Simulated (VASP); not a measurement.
Here is a VASP 6.6.1 calculation.

The input INCAR:

```
SYSTEM = Ca2Ag2O
ALGO = Normal
EDIFF = 1E-7
ENCUT = 520
GGA = PE
ISIF = 2
ISMEAR = 0
LASPH = .TRUE.
LCHARG = .TRUE.
LELF = .TRUE.
LREAL = .FALSE.
LVHAR = .TRUE.
LWAVE = .FALSE.
NBANDS = 59
NELM = 60
PREC = Accurate
SIGMA = 0.1
```

File KPOINTS:

```
k-points
0
G
  6 6 6
  0 0 0
```

Contents of POSCAR:

```
Ca2Ag2O
1.0
    0.0000000000      5.0541206681      5.0541206681
    5.0541206681      0.0000000000      5.0541206681
    5.0541206681      5.0541206681      0.0000000000
Ca Ag O
4 4 2
Direct
    0.1250000000      0.1250000000      0.1250000000
    0.1250000000      0.1250000000      0.6250000000
    0.1250000000      0.6250000000      0.1250000000
    0.6250000000      0.1250000000      0.1250000000
    0.6250000000      0.6250000000      0.6250000000
    0.6250000000      0.6250000000      0.1250000000
    0.6250000000      0.1250000000      0.6250000000
    0.1250000000      0.6250000000      0.6250000000
    0.7500000000      0.7500000000      0.7500000000
    0.5000000000      0.5000000000      0.5000000000
```

Potentials or basis: VASP PAW PBE potentials, release 64 (Ca_sv, Ag, O).

The run is started by

```console
$ cat potpaw_PBE.64/Ca_sv/POTCAR potpaw_PBE.64/Ag/POTCAR potpaw_PBE.64/O/POTCAR > POTCAR
$ mpirun -np 1 vasp_std > vasp.out
```

Q: What does it give for the band gap on the k mesh?

A: Zero (bands 48 and 49 overlap by 0.36 eV).

Q: Predict the pressure.

A: 0.0 GPa.
